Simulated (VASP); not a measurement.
# W (Pm-3m) in VASP: notebook, part 2 of 2

VASP 6.6.1.

## Step 3: Relaxation of cell and atoms, r2SCAN

This run uses another cell than the first one, of 16.68 Å³/atom.

POSCAR reads:

```
W
1.0
    2.5551488903      0.0000000000      0.0000000000
    0.0000000000      2.5551488903      0.0000000000
    0.0000000000      0.0000000000      2.5551488903
W
1
Direct
    0.0000000000      0.0000000000      0.0000000000
```

INCAR.step1 reads:

```
  ALGO = Normal
  EDIFF = 1E-4
  ENCUT = 600
  GGA = PE
  ISMEAR = 0
  LASPH = True
  LCHARG = False
  LREAL = False
  LWAVE = True
  NELM = 100
  PREC = Accurate
  SIGMA = 0.1
```

INCAR.step2 reads:

```
  ALGO = Normal
  EDIFF = 1E-7
  EDIFFG = -0.04
  ENCUT = 600
  IBRION = 2
  ISIF = 3
  ISMEAR = 0
  ISTART = 1
  LASPH = True
  LCHARG = False
  LMIXTAU = True
  LREAL = False
  LWAVE = False
  METAGGA = R2SCAN
  NELM = 100
  NSW = 90
  PREC = Accurate
  SIGMA = 0.1
```

KPOINTS reads:

```
k-points
0
Gamma
  6 6 6
```

Potentials or basis: VASP PAW PBE potentials, release 64 (W_sv).

Command:

```
$ cat potpaw_PBE.64/W_sv/POTCAR > POTCAR
$ cp INCAR.step1 INCAR
$ mpirun -np 1 vasp_std > vasp.out
$ cp INCAR.step2 INCAR
$ mpirun -np 1 vasp_std > vasp.out
```

OUTCAR:

```text
EDIFF = 1E-7
   EDIFFG = -0.04
   ENCUT = 600
   IBRION = 2
   ISIF = 3
   ISMEAR = 0
   ISTART = 1
   LASPH = True
   LREAL = False
   METAGGA = R2SCAN
   NELM = 100
   NSW = 90
   PREC = Accurate

 ion  position               nearest neighbor table
   1  0.000  0.000  0.000-

  LATTYP: Found a simple cubic cell.
 ALAT       =     2.5551488903

  Lattice vectors:

 A1 = (   2.5551488903,   0.0000000000,   0.0000000000)
 A2 = (   0.0000000000,   2.5551488903,   0.0000000000)
 A3 = (   0.0000000000,   0.0000000000,   2.5551488903)

Analysis of symmetry for initial positions (statically):
=====================================================================
 Subroutine PRICEL returns:
 Original cell was already a primitive cell.

 Routine SETGRP: Setting up the symmetry group for a
 simple cubic supercell.

 Subroutine GETGRP returns: Found 48 space group operations
 (whereof 48 operations were pure point group operations)
 out of a pool of 48 trial point group operations.

The static configuration has the point symmetry O_h .

Analysis of symmetry for dynamics (positions and initial velocities):
=====================================================================
 Subroutine PRICEL returns:
 Original cell was already a primitive cell.

 Routine SETGRP: Setting up the symmetry group for a
 simple cubic supercell.

 Subroutine GETGRP returns: Found 48 space group operations
 (whereof 48 operations were pure point group operations)
 out of a pool of 48 trial point group operations.

The dynamic configuration has the point symmetry O_h .

 Subroutine INISYM returns: Found 48 space group operations
 (whereof 48 operations are pure point group operations),
 and found     1 'primitive' translations

----------------------------------------------------------------------------------------

                                     Primitive cell

  volume of cell :      16.6820

  direct lattice vectors                    reciprocal lattice vectors
     2.555148890  0.000000000  0.000000000     0.391366626  0.000000000  0.000000000
     0.000000000  2.555148890  0.000000000     0.000000000  0.391366626  0.000000000
     0.000000000  0.000000000  2.555148890     0.000000000  0.000000000  0.391366626

  length of vectors
[... 90 lines left out ...]
   ISMEAR =     0;   SIGMA  =   0.10  broadening in eV -4-tet -1-fermi 0-gaus
   EFERMI_NEDOS =   21; number of points for ismear=-14 and -15
   IALGO  =     38    algorithm
   IMIX   =      4    mixing-type and parameters
     AMIX     =   0.40;   BMIX     =  1.00
     AMIX_MAG =   1.60;   BMIX_MAG =  1.00
  volume/ion in A,a.u.               =      16.68       112.58
  Fermi-wavevector in a.u.,A,eV,Ry     =   1.544192  2.918100 32.443486  2.384529
  Thomas-Fermi vector in A             =   2.649748
   LORBIT       =      0    0 simple, 1 ext, 2 COOP (PROOUT), +10 PAW based schemes
   METAGGA = R2SCAN    functional components
   LHFCALC =     F    Hartree Fock is set to
   AEXX    =    0.0000 exact exchange contribution
   IVDW    =     0    specifies the selected vdW correction
   LEPSILON=     F    determine dielectric tensor
   LRPA    =     F    only Hartree local field effects (RPA)
 conjugate gradient relaxation of ions
 non-spin polarized calculation
 Gauss-broadening in eV      SIGMA  =   0.10
  energy-cutoff  :      600.00
  volume of cell :       16.68
 maximum number of plane-waves:       587
   NGX = 11   NGY = 11   NGZ = 11

--------------------------------------- Ionic step        1  -------------------------------------------

 number of electron      14.0000002 magnetization

 Free energy of the ion-electron system (eV)
  ---------------------------------------------------
  ext. energy  EPLUGINS =         0.00000000
  ---------------------------------------------------
  free energy    TOTEN  =       -49.80592743 eV

  energy without entropy =      -49.79799231  energy(sigma->0) =      -49.80195987

 E-fermi :  10.4871     XC(G=0): -14.4106

 val. band max:       10.1848496371   @ k =   0.3333   0.3333   0.1667
 cond. band min:      10.5281059398   @ k =   0.3333   0.3333   0.1667
 fundamental gap:      0.3432563027
 Fermi energy:        10.4871022705

 k-point     1 :       0.0000    0.0000    0.0000
  band No.  band energies     occupation
      1     -65.4923      2.00000
      2     -28.2571      2.00000
      3     -28.2571      2.00000
      4     -28.2571      2.00000
      5       1.0181      2.00000
      6       5.2849      2.00000
      7       5.2849      2.00000
      8      16.1256      0.00000
      9      16.1256      0.00000
     10      16.1256      0.00000
     11      26.9400      0.00000
[... 368 lines left out ...]
--------------------------------------- Ionic step        4  -------------------------------------------

 number of electron      14.0000003 magnetization

 Free energy of the ion-electron system (eV)
  ---------------------------------------------------
  ext. energy  EPLUGINS =         0.00000000
  ---------------------------------------------------
  free energy    TOTEN  =       -49.87758649 eV

  energy without entropy =      -49.86916605  energy(sigma->0) =      -49.87337627

 E-fermi :   9.5253     XC(G=0): -13.9511

 val. band max:        9.2422698518   @ k =   0.3333   0.3333   0.1667
 cond. band min:       9.5813056351   @ k =   0.3333   0.3333   0.1667
 fundamental gap:      0.3390357833
 Fermi energy:         9.5252534402

 k-point     1 :       0.0000    0.0000    0.0000
  band No.  band energies     occupation
      1     -66.5103      2.00000
      2     -29.4036      2.00000
      3     -29.4036      2.00000
      4     -29.4036      2.00000
      5       0.4190      2.00000
      6       4.7341      2.00000
      7       4.7342      2.00000
      8      14.6415      0.00000
      9      14.6415      0.00000
     10      14.6415      0.00000
     11      25.2694      0.00000
[... 292 lines left out ...]
  FREE ENERGIE OF THE ION-ELECTRON SYSTEM (eV)
  ---------------------------------------------------
  free  energy   TOTEN  =       -49.8775864861 eV

  energy  without entropy=      -49.8691660535  energy(sigma->0) =      -49.87337627

 reached required accuracy - stopping structural energy minimisation
```

OUTCAR.step1:

```text
EDIFF = 1E-4
   ENCUT = 600
   GGA = PE
   ISMEAR = 0
   LASPH = True
   LREAL = False
[... 487 lines left out ...]

 POSITION                                       TOTAL-FORCE (eV/Angst)
 -----------------------------------------------------------------------------------
      0.00000      0.00000      0.00000         0.000000      0.000000      0.000000
 -----------------------------------------------------------------------------------
    total drift:                                0.000000      0.000000      0.000000

  FREE ENERGIE OF THE ION-ELECTRON SYSTEM (eV)
  ---------------------------------------------------
  free  energy   TOTEN  =       -11.4846305346 eV

  energy  without entropy=      -11.4769628387  energy(sigma->0) =      -11.48079669
```

Wall time 2.4 min (1 thread of Intel Xeon 8259CL, shared host); peak memory 0.14 GiB.

Results:

| Quantity | Value |
| --- | --- |
| Free energy | -49.8776 eV |
| Relaxed volume | 17.94 Å³/atom |
| Relaxed cell | a = 2.618 Å, b = 2.618 Å, c = 2.618 Å, α = 90.00°, β = 90.00°, γ = 90.00° |
| Space group after relaxing (to 0.1 Å) | Pm-3m (No. 221) |
| Energy gained by relaxing | 71.7 meV/atom |
| Ionic steps | 4 |
| Pressure after relaxing | -0.1 GPa |
| Band gap on the k mesh | zero (bands 7 and 8 overlap by 2.60 eV) |

The path:
| step | energy change (eV) | largest force (eV/Å) | pressure (GPa) | volume (Å³) |
| --- | --- | --- | --- | --- |
| 1 | 0.0000 | 0.0000 | 19.59 | 16.68 |
| 2 | 0.4177 | 0.0000 | -31.27 | 22.11 |
| 3 | -0.0711 | 0.0000 | -1.45 | 18.04 |
| 4 | -0.0717 | 0.0000 | -0.13 | 17.94 |

Final structure:
```
W
1.0
     2.61788    0.00000    0.00000
     0.00000    2.61788    0.00000
     0.00000    0.00000    2.61788
W
1
Direct
  0.00000 0.00000 0.00000
```

Levels at points of the mesh, in eV from the Fermi level:
```csv
k point,band 3,band 4,band 5,band 6,band 7,band 8,band 9,band 10,band 11
"(0.00, 0.00, 0.00)",-38.93,-38.93,-9.11,-4.79,-4.79,5.12,5.12,5.12,15.74
"(0.50, 0.00, 0.00)",-38.80,-38.80,-5.41,-3.74,-0.88,1.11,1.11,5.53,9.79
"(0.50, 0.50, 0.00)",-40.17,-38.68,-5.89,-3.17,1.92,1.92,4.98,4.98,7.69
"(0.50, 0.50, 0.50)",-39.99,-39.99,-4.11,-4.11,-4.11,7.86,7.99,7.99,12.26
```

Caveat: the k points lie up to 0.40 Å⁻¹ apart in the final cell, too coarse for converged energies and pressures of a metal; the PAW data sets were made with another functional, which shifts forces and pressure a little; spin-orbit coupling is left out, which moves the levels of the heavy elements.

## Step 4: Single point, r2SCAN

This run uses another cell than the first one, of 18.06 Å³/atom.

POSCAR reads:

```
W
1.0
    2.6236329359      0.0000000000      0.0000000000
    0.0000000000      2.6236329359      0.0000000000
    0.0000000000      0.0000000000      2.6236329359
W
1
Direct
    0.0000000000      0.0000000000      0.0000000000
```

INCAR.step1 reads:

```
PREC = Accurate ; ENCUT = 520
ISMEAR = 0 ; SIGMA = 0.1
LREAL = False ; LASPH = True
NELM = 60 ; NBANDS = 13
GGA = PE ; ALGO = Normal
EDIFF = 1E-4 ; LWAVE = True
LCHARG = False
```

INCAR.step2 reads:

```
PREC = Accurate ; ENCUT = 520
EDIFF = 1E-7 ; ISMEAR = 0
SIGMA = 0.1 ; LREAL = False
LASPH = True ; NELM = 60
ALGO = Normal ; ISIF = 2
LWAVE = False ; LCHARG = True
METAGGA = R2SCAN ; LMIXTAU = True
LELF = True ; LVHAR = True
NBANDS = 13 ; ISTART = 1
```

KPOINTS reads:

```
regular mesh
0
Gamma
  22 22 22
```

Command:

```
$ cat potpaw_PBE.64/W_sv/POTCAR > POTCAR
$ cp INCAR.step1 INCAR
$ mpirun -np 1 vasp_std > vasp.out
$ cp INCAR.step2 INCAR
$ mpirun -np 1 vasp_std > vasp.out
```

Wall time 5.4 min (1 thread of Intel Xeon 8259CL, shared host); peak memory 0.2 GiB.

It converged, with:

| Item | Value |
| --- | --- |
| Free energy | -49.8094 eV |
| Pressure | 1.1 GPa |
| Band gap on the k mesh | zero (bands 7 and 8 overlap by 3.06 eV) |

Levels at points of the mesh, in eV from the Fermi level:
```tsv
k point	band 3	band 4	band 5	band 6	band 7	band 8	band 9	band 10	band 11	band 12
(0.00, 0.00, 0.00)	-38.92	-38.92	-9.06	-4.75	-4.75	5.11	5.11	5.11	15.70	15.70
(0.50, 0.00, 0.00)	-38.79	-38.79	-5.38	-3.71	-0.87	1.14	1.14	5.52	9.72	14.57
(0.50, 0.50, 0.00)	-40.14	-38.67	-5.82	-3.14	1.94	1.94	4.95	4.95	7.64	15.18
(0.50, 0.50, 0.50)	-39.96	-39.96	-4.05	-4.05	-4.05	7.88	7.93	7.93	12.17	12.17
```

Caveat: the PAW data sets were made with another functional, which shifts forces and pressure a little; spin-orbit coupling is left out, which moves the levels of the heavy elements.

## Step 5: Relaxation of cell and atoms, r2SCAN

POSCAR reads:

```
W
1.0
    2.6132328019      0.0000000000      0.0000000000
    0.0000000000      2.6132328019      0.0000000000
    0.0000000000      0.0000000000      2.6132328019
W
1
Direct
    0.0000000000      0.0000000000      0.0000000000
```

INCAR.step1 reads:

```
SYSTEM = W
PREC     = Accurate       ! precision mode
ENCUT    = 600            ! plane-wave cutoff, eV
ISMEAR   = 0              ! smearing method
SIGMA    = 0.1            ! smearing width, eV
LREAL    = .False.        ! projectors in reciprocal space
LASPH    = .True.         ! aspherical terms in the spheres
NELM     = 100            ! most SCF steps
GGA      = PE             ! functional
ALGO     = Normal         ! electronic algorithm
EDIFF    = 1E-4           ! SCF threshold, eV
LWAVE    = .True.         ! write WAVECAR
LCHARG   = .False.        ! write CHGCAR
```

INCAR.step2 reads:

```
SYSTEM = W
PREC     = Accurate       ! precision mode
ENCUT    = 600            ! plane-wave cutoff, eV
EDIFF    = 1E-6           ! SCF threshold, eV
ISMEAR   = 0              ! smearing method
SIGMA    = 0.1            ! smearing width, eV
LREAL    = .False.        ! projectors in reciprocal space
LASPH    = .True.         ! aspherical terms in the spheres
NELM     = 100            ! most SCF steps
ALGO     = Normal         ! electronic algorithm
ISIF     = 3              ! what is computed and relaxed
LWAVE    = .False.        ! write WAVECAR
LCHARG   = .False.        ! write CHGCAR
METAGGA  = R2SCAN         ! meta-GGA
LMIXTAU  = .True.       
IBRION   = 2              ! ionic algorithm
NSW      = 100            ! ionic steps
EDIFFG   = -0.01          ! ionic threshold
ISTART   = 1
```

KPOINTS reads:

```
Automatic mesh
0
Gamma
  22 22 22
  0 0 0
```

Command:

```
$ cat potpaw_PBE.64/W_sv/POTCAR > POTCAR
$ cp INCAR.step1 INCAR
$ mpirun -np 1 vasp_std > vasp.out
$ cp INCAR.step2 INCAR
$ mpirun -np 1 vasp_std > vasp.out
```

It took 11 min on 1 thread of Intel Xeon 8259CL, shared host; peak memory 0.23 GiB.

It converged, with:

* Free energy: -49.8099 eV
* Relaxed volume: 18.16 Å³/atom
* Relaxed cell: a = 2.628 Å, b = 2.628 Å, c = 2.628 Å, α = 90.00°, β = 90.00°, γ = 90.00°
* Space group after relaxing (to 0.1 Å): Pm-3m (No. 221)
* Energy gained by relaxing: 3.7 meV/atom
* Ionic steps: 3
* Pressure after relaxing: -0.1 GPa
* Band gap on the k mesh: zero (bands 7 and 8 overlap by 3.05 eV)

Step by step:
```
step  energy change (eV)  largest force (eV/Å)  pressure (GPa)  volume (Å³)
   1              0.0000                0.0000            3.98        17.85
   2              0.0230                0.0000           -9.48        19.02
   3             -0.0037                0.0000           -0.06        18.16
```

Final structure:
```cif
data_structure
_symmetry_space_group_name_H-M 'P 1'
_symmetry_Int_Tables_number 1
_cell_length_a 2.6283
_cell_length_b 2.6283
_cell_length_c 2.6283
_cell_angle_alpha 90.000
_cell_angle_beta 90.000
_cell_angle_gamma 90.000
_cell_volume 18.16
loop_
_atom_site_label
_atom_site_type_symbol
_atom_site_fract_x
_atom_site_fract_y
_atom_site_fract_z
_atom_site_occupancy
W1 W 0.00000 0.00000 0.00000 1
```

Levels at points of the mesh, in eV from the Fermi level:
| k point | band 5 | band 6 | band 7 | band 8 | band 9 | band 10 |
| --- | --- | --- | --- | --- | --- | --- |
| (0.00, 0.00, 0.00) | -9.03 | -4.72 | -4.72 | 5.07 | 5.07 | 5.07 |
| (0.50, 0.00, 0.00) | -5.36 | -3.69 | -0.87 | 1.13 | 1.13 | 5.48 |
| (0.50, 0.50, 0.00) | -5.77 | -3.13 | 1.93 | 1.93 | 4.92 | 4.92 |
| (0.50, 0.50, 0.50) | -4.02 | -4.02 | -4.02 | 7.87 | 7.87 | 7.89 |

Caveat: the PAW data sets were made with another functional, which shifts forces and pressure a little; spin-orbit coupling is left out, which moves the levels of the heavy elements.

## Step 6: Summary

```tsv
task	cell	k mesh	cutoff (eV)	gap on the mesh (eV)	pressure (GPa)	relaxed volume (Å³/atom)
single point	a = 2.613 Å, 1 atom	6 × 6 × 6	520	none	1.1	-
relaxation of cell and atoms	relaxed from a = 2.555 Å, 1 atom	6 × 6 × 6	600	none	-0.1	17.94
single point	a = 2.624 Å, 1 atom	22 × 22 × 22	520	none	1.1	-
relaxation of cell and atoms	relaxed from a = 2.613 Å, 1 atom	22 × 22 × 22	600	none	-0.1	18.16
```

Alike in all rows: level r2SCAN; potentials or basis VASP PAW PBE potentials, release 64 (W_sv); no spin polarisation; smearing gaussian 0.1 eV.

Caveats: some runs use coarse meshes; the PAW data sets were made with another functional, which shifts forces and pressure a little; spin-orbit coupling is left out, which moves the levels of the heavy elements.

Total energies depend on the potentials used, so only differences within one code and one set of settings carry meaning.
